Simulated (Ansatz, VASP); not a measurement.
# Two plane-wave programs on Si2Ni

File INCAR:

```
SYSTEM = Si2Ni
ALGO = Normal
EDIFF = 1E-7
ENCUT = 520
GGA = PE
ISIF = 2
ISMEAR = -1
ISPIN = 2
LASPH = .True.
LCHARG = .False.
LMAXMIX = 4
LORBIT = 11
LREAL = .False.
LWAVE = .False.
MAGMOM = 0.2 0 0
NBANDS = 20
NELM = 150
NUPDOWN = 0.2
PREC = Accurate
SIGMA = 0.05
```

The input KPOINTS:

```
k-points
0
Gamma
  7 7 7
  0 0 0
```

POSCAR

```
Si2Ni
1.0
    0.0000000000      2.7030000000      2.7030000000
    2.7030000000      0.0000000000      2.7030000000
    2.7030000000      2.7030000000      0.0000000000
Ni Si
1 2
Direct
    0.0000000000      0.0000000000      0.0000000000
    0.7500000000      0.7500000000      0.7500000000
    0.2500000000      0.2500000000      0.2500000000
```

File input.yaml:

```yaml
crystal:
  lattice:
    - [0.0, 2.703, 2.703]
    - [2.703, 0.0, 2.703]
    - [2.703, 2.703, 0.0]
  atoms:
    - { symbol: Ni, position: [0.0, 0.0, 0.0], spin: 0.2 }
    - { symbol: Si, position: [0.75, 0.75, 0.75] }
    - { symbol: Si, position: [0.25, 0.25, 0.25] }
hamiltonian:
  xc: pbe
  pseudopotentials: { kind: paw }
magnetization:
  spin_polarized: true
  initial_magnetization: 0.2
  spin_locking: { lock_magnetization: hard }
kpoints:
  mp_grid: { grid: [7, 7, 7] }
scf:
  occupations: { method: fermi_dirac, width: 0.05 }
  lower_state_search: "off"
output:
  forces: true
  stress: true
  eigenvalues: true
```

Alike in both runs: task single point; functional PBE; k mesh 7 × 7 × 7; occupations fermi-dirac, width 0.05 eV; collinear spin; fixed moment 0.2 μB.

```csv
,VASP,Ansatz
version,VASP 6.6.1,Ansatz 0.2.0
potentials or method,"VASP PAW PBE potentials, release 64 (Ni, Si)",Ansatz PAW
plane-wave cutoff (eV),520,420
valence electrons in the cell,18,26
```

|  | VASP | Ansatz | Ansatz less VASP |
| --- | --- | --- | --- |
| pressure (GPa) | 3.0 | 3.1 | +0.07 |
| net moment per atom (μB) | 0.07 | 0.07 | 0.000 |
| size of the moment on the site where the two differ most (μB) | 0.11 | 0.12 | +0.007 |

Site moments also hang on the region over which each program counts them. The functional is the same, so the differences come from potentials, cutoffs and numerics. VASP's potentials hold 18 valence electrons a cell and Ansatz's 26, so a difference there can come from the potentials and not from the codes.
